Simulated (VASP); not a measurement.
# Na in VASP: further runs

Runs on Na. Level: LDA. Tasks: single point.

All numbers are computed with VASP 6.6.1; they aren't measurements. Logs are shortened: lines on timing, memory, paths and dates and some standing lists are left out, and cuts for length are marked.

## Step 1: The cell of the first run

The cell holds layers a few Å apart, 2 atoms: a = 3.767 Å, b = 3.767 Å, c = 6.654 Å, α = 90.00°, β = 90.00°, γ = 120.00°.

## Step 2: Single point, LDA

INCAR reads:

```
PREC = Accurate
ENCUT = 400
EDIFF = 1E-6
ISMEAR = -1
SIGMA = 0.05
LREAL = False
LASPH = True
NELM = 120
ALGO = Normal
ISIF = 2
LWAVE = False
LCHARG = False
NBANDS = 14
GGA_COMPAT = False
NELMDL = -8
```

KPOINTS reads:

```
regular mesh
0
Gamma
  5 5 3
```

POSCAR reads:

```
Na
1.0
    3.7670000000      0.0000000000      0.0000000000
   -1.8835000000      3.2623200000      0.0000000000
    0.0000000000      0.0000000000      6.6540000000
Na
2
Direct
    0.3333333333      0.6666666667      0.2312143072
    0.6666666667      0.3333333333      0.6936429216
```

Potentials or basis: VASP PAW LDA potentials, release 64 (Na_pv).

The run is started by

```
$ cat potpaw_LDA.64/Na_pv/POTCAR > POTCAR
$ mpirun -np 1 vasp_std > vasp.out
```

OUTCAR:

```text
PREC = Accurate
   ENCUT = 400
   EDIFF = 1E-6
   ISMEAR = -1
   LREAL = False
   LASPH = True
   NELM = 120
   ISIF = 2
   NELMDL = -8

 ion  position               nearest neighbor table
   1  0.333  0.667  0.231-
   2  0.667  0.333  0.694-

  LATTYP: Found a hexagonal cell.
 ALAT       =     3.7670000000
 C/A-ratio  =     1.7663923547

  Lattice vectors:

 A1 = (   3.7670000000,   0.0000000000,   0.0000000000)
 A2 = (  -1.8835000000,   3.2623200000,   0.0000000000)
 A3 = (   0.0000000000,   0.0000000000,   6.6540000000)

Analysis of symmetry for initial positions (statically):
=====================================================================
 Subroutine PRICEL returns:
 Original cell was already a primitive cell.

 Routine SETGRP: Setting up the symmetry group for a
 hexagonal supercell.

 Subroutine GETGRP returns: Found 12 space group operations
 (whereof  6 operations were pure point group operations)
 out of a pool of 24 trial point group operations.

The static configuration has the point symmetry C_3v.
 The point group associated with its full space group is D_3d.

Analysis of symmetry for dynamics (positions and initial velocities):
=====================================================================
 Subroutine PRICEL returns:
 Original cell was already a primitive cell.

 Routine SETGRP: Setting up the symmetry group for a
 hexagonal supercell.

 Subroutine GETGRP returns: Found 12 space group operations
 (whereof  6 operations were pure point group operations)
 out of a pool of 24 trial point group operations.

The dynamic configuration has the point symmetry C_3v.
 The point group associated with its full space group is D_3d.

 Subroutine INISYM returns: Found 12 space group operations
 (whereof  6 operations are pure point group operations),
 and found     1 'primitive' translations

----------------------------------------------------------------------------------------

                                     Primitive cell

  volume of cell :      81.7721

  direct lattice vectors                    reciprocal lattice vectors
     3.767000000  0.000000000  0.000000000     0.265463233  0.153265161  0.000000000
    -1.883500000  3.262320000  0.000000000     0.000000000  0.306530322  0.000000000
     0.000000000  0.000000000  6.654000000     0.000000000  0.000000000  0.150285543

  length of vectors
     3.767000000  3.767001995  6.654000000     0.306530484  0.306530322  0.150285543

  position of ions in fractional coordinates (direct lattice)
     0.333333333  0.666666667  0.231214307
     0.666666667  0.333333333  0.693642922

  ion indices of the primitive-cell ions
   primitive index   ion index
                 1           1
                 2           2

----------------------------------------------------------------------------------------

 KPOINTS: regular mesh

Automatic generation of k-mesh.
 Grid dimensions read from file:
 generate k-points for:    5    5    3

 Generating k-lattice:

  Cartesian coordinates                     Fractional coordinates (reciprocal lattice)
     0.053092647  0.030653032  0.000000000     0.200000000  0.000000000  0.000000000
     0.000000000  0.061306064  0.000000000     0.000000000  0.200000000  0.000000000
     0.000000000  0.000000000  0.050095181     0.000000000  0.000000000  0.333333333

  Length of vectors
     0.061306097  0.061306064  0.050095181

  Shift w.r.t. Gamma in fractional coordinates (k-lattice)
     0.000000000  0.000000000  0.000000000

 Subroutine IBZKPT returns following result:
 ===========================================

 Found     12 irreducible k-points:

 Following reciprocal coordinates:
            Coordinates               Weight
  0.000000  0.000000  0.000000      1.000000
  0.200000  0.000000  0.000000      6.000000
  0.400000  0.000000  0.000000      6.000000
  0.200000  0.200000  0.000000      6.000000
  0.400000  0.200000  0.000000      6.000000
  0.000000  0.000000  0.333333      2.000000
  0.200000  0.000000  0.333333      6.000000
  0.000000  0.200000  0.333333      6.000000
  0.400000  0.000000  0.333333      6.000000
  0.000000  0.400000  0.333333      6.000000
  0.200000  0.200000  0.333333     12.000000
  0.400000  0.200000  0.333333     12.000000
   k-points           NKPTS =     12   k-points in BZ     NKDIM =     12   number of bands    NBANDS=     14
   number of dos      NEDOS =    301   number of ions     NIONS =      2
   total plane-waves  NPLWV =  37632
   dimension x,y,z NGX =    28 NGY =   28 NGZ =   48
   dimension x,y,z NGXF=    56 NGYF=   56 NGZF=   96
   ions per type =               2
   NGX,Y,Z   is equivalent  to a cutoff of  12.36, 12.36, 11.99 a.u.
   NGXF,Y,Z  is equivalent  to a cutoff of  24.71, 24.71, 23.98 a.u.
 SYSTEM =  unknown system
   PREC   = accura    normal or accurate (medium, high low for compatibility)
   ISTART =      0    job   : 0-new  1-cont  2-samecut
   ICHARG =      2    charge: 1-file 2-atom 10-const
   ISPIN  =      1    spin polarized calculation?
   LNONCOLLINEAR =      F non collinear calculations
   LSORBIT =      F    spin-orbit coupling
   LASPH  =      T    aspherical Exc in radial PAW
   ENCUT  =  400.0 eV  29.40 Ry    5.42 a.u.   6.14  6.14 10.85*2*pi/ulx,y,z
   NELM   =    120;   NELMIN=  2; NELMDL= -8     # of ELM steps
   EDIFF  = 0.1E-05   stopping-criterion for ELM
   LREAL  =      F    real-space projection
   EDIFFG = 0.1E-04   stopping-criterion for IOM
   NSW    =      0    number of steps for IOM
   IBRION =     -1    ionic relax: 0-MD 1-quasi-New 2-CG
   NFREE  =      0    steps in history (QN), initial steepest desc. (CG)
   ISIF   =      2    stress and relaxation
   ISYM   =      2    0-nonsym 1-usesym 2-fastsym
   POTIM  = 0.5000    time-step for ionic-motion
   TEBEG  =    0.0;   TEEND  =   0.0 temperature during run
   PSTRESS=    0.0 pullay stress
   NELECT =      14.0000    total number of electrons
   NUPDOWN=      -1.0000    fix difference up-down
   EMIN   =  10.00;   EMAX   =-10.00  energy-range for DOS
   EFERMI =   0.00;   METHOD = LEGACY
   ISMEAR =    -1;   SIGMA  =   0.05  broadening in eV -4-tet -1-fermi 0-gaus
   EFERMI_NEDOS =   21; number of points for ismear=-14 and -15
   IALGO  =     38    algorithm
   IMIX   =      4    mixing-type and parameters
     AMIX     =   0.40;   BMIX     =  1.00
     AMIX_MAG =   1.60;   BMIX_MAG =  1.00
  volume/ion in A,a.u.               =      40.89       275.91
  Fermi-wavevector in a.u.,A,eV,Ry     =   0.909039  1.717835 11.243200  0.826352
  Thomas-Fermi vector in A             =   2.033036
   LORBIT       =      0    0 simple, 1 ext, 2 COOP (PROOUT), +10 PAW based schemes
   GGA     = CA    functional components
   LHFCALC =     F    Hartree Fock is set to
   AEXX    =    0.0000 exact exchange contribution
   IVDW    =     0    specifies the selected vdW correction
   LEPSILON=     F    determine dielectric tensor
   LRPA    =     F    only Hartree local field effects (RPA)
 non-spin polarized calculation
  energy-cutoff  :      400.00
  volume of cell :       81.77
 maximum number of plane-waves:      1497
 NGX is ok and might be reduce to    28
   NGX = 13   NGY = 13   NGZ = 21

 number of electron      14.0000002 magnetization

 Free energy of the ion-electron system (eV)
  ---------------------------------------------------
  ext. energy  EPLUGINS =         0.00000000
  ---------------------------------------------------
  free energy    TOTEN  =        -2.87906714 eV

  energy without entropy =       -2.86870552  energy(sigma->0) =       -2.87388633

 E-fermi :   0.0213     XC(G=0):  -6.4512

 val. band max:       -0.5362317723   @ k =   0.4000   0.0000   0.3333
 cond. band min:       0.0565372266   @ k =   0.2000   0.2000   0.3333
 fundamental gap:      0.5927689989
 Fermi energy:         0.0213270531

 k-point     1 :       0.0000    0.0000    0.0000
  band No.  band energies     occupation
      1     -25.1434      2.00000
      2     -25.1239      2.00000
      3     -25.1239      2.00000
      4     -25.1211      2.00000
      5     -25.1211      2.00000
      6     -25.1210      2.00000
      7      -3.1856      2.00000
      8       0.2113      0.04377
      9       0.2650      0.01518
     10       9.3163      0.00000
     11       9.9123      0.00000
     12       9.9123      0.00000
     13       9.9610      0.00000
     14      10.1784      0.00000

 k-point     2 :       0.2000    0.0000    0.0000
  band No.  band energies     occupation
      1     -25.1407      2.00000
      2     -25.1327      2.00000
      3     -25.1293      2.00000
      4     -25.1263      2.00000
      5     -25.1227      2.00000
      6     -25.1215      2.00000
      7      -2.6053      2.00000
      8       0.7380      0.00000
      9       0.8368      0.00000
     10       5.6604      0.00000
     11       8.0815      0.00000
     12       8.1262      0.00000
     13       8.7264      0.00000
     14       9.2648      0.00000

 k-point     3 :       0.4000    0.0000    0.0000
  band No.  band energies     occupation
      1     -25.1471      2.00000
      2     -25.1445      2.00000
      3     -25.1331      2.00000
      4     -25.1302      2.00000
      5     -25.1256      2.00000
      6     -25.1239      2.00000
      7      -0.8999      2.00000
      8       1.7498      0.00000
      9       2.3252      0.00000
     10       2.6781      0.00000
     11       4.9904      0.00000
     12       5.1771      0.00000
     13       7.1646      0.00000
     14       7.8345      0.00000
[... 120 lines left out ...]
 k-point    11 :       0.2000    0.2000    0.3333
  band No.  band energies     occupation
      1     -25.1423      2.00000
      2     -25.1416      2.00000
      3     -25.1329      2.00000
      4     -25.1295      2.00000
      5     -25.1283      2.00000
      6     -25.1240      2.00000
      7      -1.0953      2.00000
      8       0.0565      0.66176
      9       4.0538      0.00000
     10       4.2195      0.00000
     11       4.7231      0.00000
     12       5.6211      0.00000
     13       5.7065      0.00000
     14       7.7882      0.00000

 k-point    12 :       0.4000    0.2000    0.3333
  band No.  band energies     occupation
      1     -25.1469      2.00000
      2     -25.1451      2.00000
      3     -25.1362      2.00000
      4     -25.1332      2.00000
      5     -25.1276      2.00000
      6     -25.1253      2.00000
      7       1.0432      0.00000
      8       1.1392      0.00000
      9       2.2317      0.00000
     10       2.3069      0.00000
     11       3.9178      0.00000
     12       4.9810      0.00000
     13       6.5550      0.00000
     14       6.8664      0.00000

------------------------ aborting loop because EDIFF is reached ----------------------------------------

  FORCE on cell =-STRESS in cart. coord.  units (eV):
  Direction    XX          YY          ZZ          XY          YZ          ZX
  --------------------------------------------------------------------------------------
  -------------------------------------------------------------------------------------
  Total       -0.5105296     -0.5105303     -1.0960378      0.0000000      0.0000000      0.0000000
  in kB      -10.0029137    -10.0029279    -21.4748996      0.0000000      0.0000000      0.0000000
  external PRESSURE =     -13.8269137 kB  Pullay stress =       0.0000000 kB

 VOLUME and BASIS-vectors are now :
 -----------------------------------------------------------------------------
  energy-cutoff  :      400.00
  volume of cell :       81.77
      direct lattice vectors                 reciprocal lattice vectors
     3.767000000  0.000000000  0.000000000     0.265463233  0.153265161  0.000000000
    -1.883500000  3.262320000  0.000000000     0.000000000  0.306530322  0.000000000
     0.000000000  0.000000000  6.654000000     0.000000000  0.000000000  0.150285543

 POSITION                                       TOTAL-FORCE (eV/Angst)
 -----------------------------------------------------------------------------------
     -0.00000      2.17488      1.53850         0.000000      0.000000     -0.051029
      1.88350      1.08744      4.61550        -0.000000     -0.000000      0.051029
 -----------------------------------------------------------------------------------
    total drift:                                0.000000      0.000000     -0.000006

  FREE ENERGIE OF THE ION-ELECTRON SYSTEM (eV)
  ---------------------------------------------------
  free  energy   TOTEN  =        -2.8790671431 eV

  energy  without entropy=       -2.8687055185  energy(sigma->0) =       -2.87388633
```

It took 10 s on 1 thread of AMD EPYC 7R43 (Zen 3), shared host; peak memory 0.11 GiB.

Results:

* Free energy: -2.8791 eV
* Largest force: 0.051 eV/Å
* Band gap on the k mesh: zero (bands 7 and 8 overlap by 2.67 eV)

Forces in eV/Å, atoms in the order of the input:
```
Na   0.000  0.000 -0.051
Na   0.000  0.000  0.051
```

Levels at points of the mesh, in eV from the Fermi level:
```csv
k point,band 3,band 4,band 5,band 6,band 7,band 8,band 9,band 10,band 11,band 12
"(0.00, 0.00, 0.00)",-25.15,-25.14,-25.14,-25.14,-3.21,0.19,0.24,9.29,9.89,9.89
```

Caveat: the k points lie up to 0.39 Å⁻¹ apart, too coarse for converged energies and pressures of a metal.

(Continued in part 2 of 2.)

The gap in the log of VASP goes by the Fermi energy; the results here count the filled bands.